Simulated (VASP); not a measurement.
# ZnCu (Pm-3m) in VASP: further runs, part 2 of 2

VASP 6.6.1. The steps go on from the part before.

**3. Single point, r2SCAN (12.45 Å³/atom)**

This run uses another cell than the first one, of 12.45 Å³/atom.

Input file POSCAR:

```
ZnCu
1.0
    2.9200023228      0.0000000000      0.0000000000
    0.0000000000      2.9200023228      0.0000000000
    0.0000000000      0.0000000000      2.9200023228
Zn Cu
1 1
Direct
    0.5000000000      0.5000000000      0.5000000000
    0.0000000000      0.0000000000      0.0000000000
```

Input file INCAR.step1:

```
SYSTEM = ZnCu
  PREC = Accurate
  ENCUT = 520
  ISMEAR = 0
  SIGMA = 0.05
  LREAL = .False.
  LASPH = .True.
  NELM = 100
  NBANDS = 18
  GGA = PE
  ALGO = Normal
  EDIFF = 1E-4
  LWAVE = .True.
  LCHARG = .False.
```

Input file INCAR.step2:

```
SYSTEM = ZnCu
  PREC = Accurate
  ENCUT = 520
  EDIFF = 1E-6
  ISMEAR = 0
  SIGMA = 0.05
  LREAL = .False.
  LASPH = .True.
  NELM = 100
  ALGO = Normal
  ISIF = 2
  LWAVE = .False.
  LCHARG = .False.
  METAGGA = R2SCAN
  LMIXTAU = .True.
  NBANDS = 18
  ISTART = 1
```

Input file KPOINTS:

```
regular mesh
0
Gamma
  12 12 12
  0 0 0
```

Potentials or basis: VASP PAW PBE potentials, release 64 (Zn, Cu).

Started as:

```bash
> cat potpaw_PBE.64/Zn/POTCAR potpaw_PBE.64/Cu/POTCAR > POTCAR
> cp INCAR.step1 INCAR
> mpirun -np 1 vasp_std > vasp.out
> cp INCAR.step2 INCAR
> mpirun -np 1 vasp_std > vasp.out
```

OUTCAR:

```text
SYSTEM = ZnCu
   PREC = Accurate
   ENCUT = 520
   EDIFF = 1E-6
   ISMEAR = 0
   LREAL = .False.
   LASPH = .True.
   NELM = 100
   ISIF = 2
   METAGGA = R2SCAN
   ISTART = 1

 ion  position               nearest neighbor table
   1  0.500  0.500  0.500-   2 2.53   2 2.53   2 2.53   2 2.53   2 2.53   2 2.53   2 2.53   2 2.53

   2  0.000  0.000  0.000-   1 2.53   1 2.53   1 2.53   1 2.53   1 2.53   1 2.53   1 2.53   1 2.53

  LATTYP: Found a simple cubic cell.
 ALAT       =     2.9200023228

  Lattice vectors:
[... 694 lines left out ...]

  FORCE on cell =-STRESS in cart. coord.  units (eV):
  Direction    XX          YY          ZZ          XY          YZ          ZX
  --------------------------------------------------------------------------------------
  -------------------------------------------------------------------------------------
  Total        0.1090191      0.1090191      0.1090191     -0.0000000      0.0000000     -0.0000000
  in kB        7.0155824      7.0155824      7.0155824     -0.0000000      0.0000000     -0.0000000
  external PRESSURE =       7.0155824 kB  Pullay stress =       0.0000000 kB

 VOLUME and BASIS-vectors are now :
 -----------------------------------------------------------------------------
  energy-cutoff  :      520.00
  volume of cell :       24.90
      direct lattice vectors                 reciprocal lattice vectors
     2.920002323  0.000000000  0.000000000     0.342465481  0.000000000  0.000000000
     0.000000000  2.920002323  0.000000000     0.000000000  0.342465481  0.000000000
     0.000000000  0.000000000  2.920002323     0.000000000  0.000000000  0.342465481

 POSITION                                       TOTAL-FORCE (eV/Angst)
 -----------------------------------------------------------------------------------
      1.46000      1.46000      1.46000         0.000000      0.000000      0.000000
      0.00000      0.00000      0.00000         0.000000      0.000000      0.000000
 -----------------------------------------------------------------------------------
    total drift:                                0.000000      0.000000     -0.000000

  FREE ENERGIE OF THE ION-ELECTRON SYSTEM (eV)
  ---------------------------------------------------
  free  energy   TOTEN  =       -19.9346506398 eV

  energy  without entropy=      -19.9339593576  energy(sigma->0) =      -19.93430500
```

OUTCAR.step1:

```text
SYSTEM = ZnCu
   PREC = Accurate
   ENCUT = 520
   ISMEAR = 0
   LREAL = .False.
   LASPH = .True.
[... 727 lines left out ...]
      1.46000      1.46000      1.46000         0.000000      0.000000      0.000000
      0.00000      0.00000      0.00000         0.000000      0.000000      0.000000
 -----------------------------------------------------------------------------------
    total drift:                                0.000000      0.000000     -0.000000

  FREE ENERGIE OF THE ION-ELECTRON SYSTEM (eV)
  ---------------------------------------------------
  free  energy   TOTEN  =        -4.9854819373 eV

  energy  without entropy=       -4.9847753084  energy(sigma->0) =       -4.98512862
```

OSZICAR.step1:

```text
N       E                     dE             d eps       ncg     rms          rms(c)
DAV:   1     0.118302589250E+03    0.11830E+03   -0.11315E+04  3200   0.214E+03
DAV:   2    -0.908588671009E+00   -0.11921E+03   -0.11453E+03  3038   0.304E+02
DAV:   3    -0.604665588293E+01   -0.51381E+01   -0.50676E+01  3352   0.775E+01
DAV:   4    -0.609104922189E+01   -0.44393E-01   -0.44378E-01  3472   0.672E+00
DAV:   5    -0.609163033401E+01   -0.58111E-03   -0.58110E-03  3400   0.782E-01    0.975E+00
DAV:   6    -0.591217415824E+01    0.17946E+00   -0.14419E+01  3244   0.918E+01    0.598E+00
DAV:   7    -0.499718119455E+01    0.91499E+00   -0.31805E+00  3264   0.885E+01    0.237E+00
DAV:   8    -0.499433423530E+01    0.28470E-02   -0.12475E-01  3936   0.449E+00    0.127E+00
DAV:   9    -0.498550688323E+01    0.88274E-02   -0.10398E-02  3556   0.228E+00    0.697E-02
DAV:  10    -0.498548193729E+01    0.24946E-04   -0.82176E-04  4326   0.637E-01
   1 F= -.49854819E+01 E0= -.49851286E+01  d E =-.706629E-03
```

It took 43 s on 1 thread of Intel Xeon 6975P-C (Granite Rapids), shared host; peak memory 0.17 GiB.

What came out:

```yaml
Free_energy: -19.9347 eV
Pressure: 0.7 GPa
Band_gap_on_the_k_mesh: zero (an odd number of electrons rules out a gap without spin polarisation)
```

Levels at points of the mesh, in eV from the Fermi level:
```csv
k point,band 9,band 10,band 11,band 12,band 13,band 14
"(0.00, 0.00, 0.00)",-2.79,-2.79,-2.79,6.81,6.81,6.81
"(0.50, 0.00, 0.00)",-3.38,-3.38,-2.87,-2.02,12.66,12.66
"(0.50, 0.50, 0.00)",-2.96,-2.56,-2.00,-2.00,2.13,2.46
"(0.50, 0.50, 0.50)",-2.54,-2.54,4.62,4.62,4.62,4.67
```

Caveat: the PAW data sets were made with another functional, which shifts forces and pressure a little.

**4. Single point, r2SCAN**

This run uses another cell than the first one, of 12.45 Å³/atom.

POSCAR is that of step 3.

Input file INCAR.step1:

```
PREC     = Accurate       # precision mode
ENCUT    = 520            # plane-wave cutoff, eV
ISMEAR   = -1             # smearing method
SIGMA    = 0.15           # smearing width, eV
LREAL    = False          # projectors in reciprocal space
LASPH    = True           # aspherical terms in the spheres
NELM     = 60             # most SCF steps
NBANDS   = 18             # bands
GGA      = PE             # functional
ALGO     = Normal         # electronic algorithm
EDIFF    = 1E-4           # SCF threshold, eV
LWAVE    = True           # write WAVECAR
LCHARG   = False          # write CHGCAR
```

Input file INCAR.step2:

```
PREC     = Accurate       # precision mode
ENCUT    = 520            # plane-wave cutoff, eV
EDIFF    = 1E-6           # SCF threshold, eV
ISMEAR   = -1             # smearing method
SIGMA    = 0.15           # smearing width, eV
LREAL    = False          # projectors in reciprocal space
LASPH    = True           # aspherical terms in the spheres
NELM     = 60             # most SCF steps
ALGO     = Normal         # electronic algorithm
ISIF     = 2              # what is computed and relaxed
LWAVE    = False          # write WAVECAR
LCHARG   = False          # write CHGCAR
METAGGA  = R2SCAN         # meta-GGA
LMIXTAU  = True         
NBANDS   = 18             # bands
ISTART   = 1
```

Input file KPOINTS:

```
Automatic mesh
0
Gamma
  12 12 12
```

Started as:

```bash
> cat potpaw_PBE.64/Zn/POTCAR potpaw_PBE.64/Cu/POTCAR > POTCAR
> cp INCAR.step1 INCAR
> mpirun -np 1 vasp_std > vasp.out
> cp INCAR.step2 INCAR
> mpirun -np 1 vasp_std > vasp.out
```

It took 43 s on 1 thread of Intel Xeon 6975P-C (Granite Rapids), shared host; peak memory 0.17 GiB.

The run converged. Its results:

* Free energy: -19.9537 eV
* Pressure: 0.7 GPa
* Band gap on the k mesh: zero (an odd number of electrons rules out a gap without spin polarisation)

Levels at points of the mesh, in eV from the Fermi level:
| k point | band 9 | band 10 | band 11 | band 12 | band 13 | band 14 | band 15 | band 16 |
| --- | --- | --- | --- | --- | --- | --- | --- | --- |
| (0.00, 0.00, 0.00) | -2.88 | -2.88 | -2.88 | 6.73 | 6.73 | 6.73 | 11.68 | 11.68 |
| (0.50, 0.00, 0.00) | -3.47 | -3.47 | -2.96 | -2.11 | 12.58 | 12.58 | 13.15 | 13.15 |
| (0.50, 0.50, 0.00) | -3.05 | -2.65 | -2.08 | -2.08 | 2.05 | 2.38 | 15.09 | 16.52 |
| (0.50, 0.50, 0.50) | -2.63 | -2.63 | 4.54 | 4.54 | 4.54 | 4.58 | 4.76 | 4.76 |

Caveat: the PAW data sets were made with another functional, which shifts forces and pressure a little.

**5. Single point, r2SCAN (12.56 Å³/atom)**

This run uses another cell than the first one, of 12.56 Å³/atom.

Input file POSCAR:

```
ZnCu
1.0
    2.9289717915      0.0000000000      0.0000000000
    0.0000000000      2.9289717915      0.0000000000
    0.0000000000      0.0000000000      2.9289717915
Zn Cu
1 1
Direct
    0.5000000000      0.5000000000      0.5000000000
    0.0000000000      0.0000000000      0.0000000000
```

Input file INCAR.step1:

```
PREC = Accurate
ENCUT = 520
ISMEAR = 0
SIGMA = 0.05
LREAL = F
LASPH = T
NELM = 60
NBANDS = 18
GGA = PE
ALGO = Normal
EDIFF = 1E-4
LWAVE = T
LCHARG = F
```

Input file INCAR.step2:

```
PREC = Accurate
ENCUT = 520
EDIFF = 1E-6
ISMEAR = 0
SIGMA = 0.05
LREAL = F
LASPH = T
NELM = 60
ALGO = Normal
ISIF = 2
LWAVE = F
LCHARG = F
METAGGA = R2SCAN
LMIXTAU = T
NBANDS = 18
ISTART = 1
```

Input file KPOINTS:

```
regular mesh
0
Gamma
  12 12 12
```

Started as:

```bash
> cat potpaw_PBE.64/Zn/POTCAR potpaw_PBE.64/Cu/POTCAR > POTCAR
> cp INCAR.step1 INCAR
> mpirun -np 1 vasp_std > vasp.out
> cp INCAR.step2 INCAR
> mpirun -np 1 vasp_std > vasp.out
```

Wall time 38 s (1 thread of Intel Xeon 6975P-C (Granite Rapids), shared host); peak memory 0.17 GiB.

It converged, with:

- Free energy: -19.9347 eV
- Pressure: -0.5 GPa
- Band gap on the k mesh: zero (an odd number of electrons rules out a gap without spin polarisation)

Levels at points of the mesh, in eV from the Fermi level:
| k point | band 9 | band 10 | band 11 | band 12 | band 13 | band 14 |
| --- | --- | --- | --- | --- | --- | --- |
| (0.00, 0.00, 0.00) | -2.77 | -2.77 | -2.77 | 6.78 | 6.78 | 6.78 |
| (0.50, 0.00, 0.00) | -3.35 | -3.35 | -2.85 | -2.01 | 12.58 | 12.58 |
| (0.50, 0.50, 0.00) | -2.93 | -2.54 | -1.97 | -1.97 | 2.09 | 2.43 |
| (0.50, 0.50, 0.50) | -2.52 | -2.52 | 4.60 | 4.60 | 4.60 | 4.60 |

Caveat: the PAW data sets were made with another functional, which shifts forces and pressure a little.

**6. Summary**

| cell | smearing | gap on the mesh (eV) | pressure (GPa) |
| --- | --- | --- | --- |
| a = 2.900 Å, 2 atoms | gaussian 0.05 eV | none | 3.4 |
| a = 2.920 Å, 2 atoms | gaussian 0.05 eV | none | 0.7 |
| a = 2.920 Å, 2 atoms | fermi-dirac 0.15 eV | none | 0.7 |
| a = 2.929 Å, 2 atoms | gaussian 0.05 eV | none | -0.5 |

Alike in all rows: task single point; level r2SCAN; potentials or basis VASP PAW PBE potentials, release 64 (Zn, Cu); no spin polarisation; k mesh 12 × 12 × 12; cutoff (eV) 520.

Caveats: the PAW data sets were made with another functional, which shifts forces and pressure a little; the cell stands under pressure (at least some runs).

Total energies depend on the potentials used, so only differences within one code and one set of settings carry meaning.
